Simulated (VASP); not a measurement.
TaN, 2 atoms in the cell. It takes space group Fm-3m (No. 225, cubic). The conventional cell has a = 4.358 Å, b = 4.358 Å, c = 4.358 Å, α = 90.00°, β = 90.00°, γ = 90.00°. Ta (site symmetry m-3m) has 6 N at 2.18 Å within 2.9 Å. Within 2.9 Å of N (site symmetry m-3m) lie 6 Ta at 2.18 Å. 

| Property | Result |
| --- | --- |
| Program | VASP 6.6.1 |
| Task | single point |
| Functional | PBE |
| Potentials or basis | VASP PAW PBE potentials, release 64 (Ta_pv, N) |
| Cutoff | 600 eV |
| k mesh | 5 × 5 × 5 |
| Occupations | fermi-dirac, width 0.1 eV |
| Spin | no spin polarisation |
| Dipole correction | no |
| Further INCAR settings | ALGO = Normal; EDIFF = 1e-06; NBANDS = 15 |

Potentials or basis: VASP PAW PBE potentials, release 64 (Ta_pv, N).

The run is started by

```console
$ cat potpaw_PBE.64/Ta_pv/POTCAR potpaw_PBE.64/N/POTCAR > POTCAR
$ mpirun -np 1 vasp_std > vasp.out
```

Hardware: 1 thread of Intel Xeon 8259CL, with other jobs on the host.

Problem. Estimate the wall time of this run.

Solution. It took 7.8 s on 1 thread of Intel Xeon 8259CL (shared host), peak memory 0.16 GiB. Counts: scf iterations 12, k points 10.
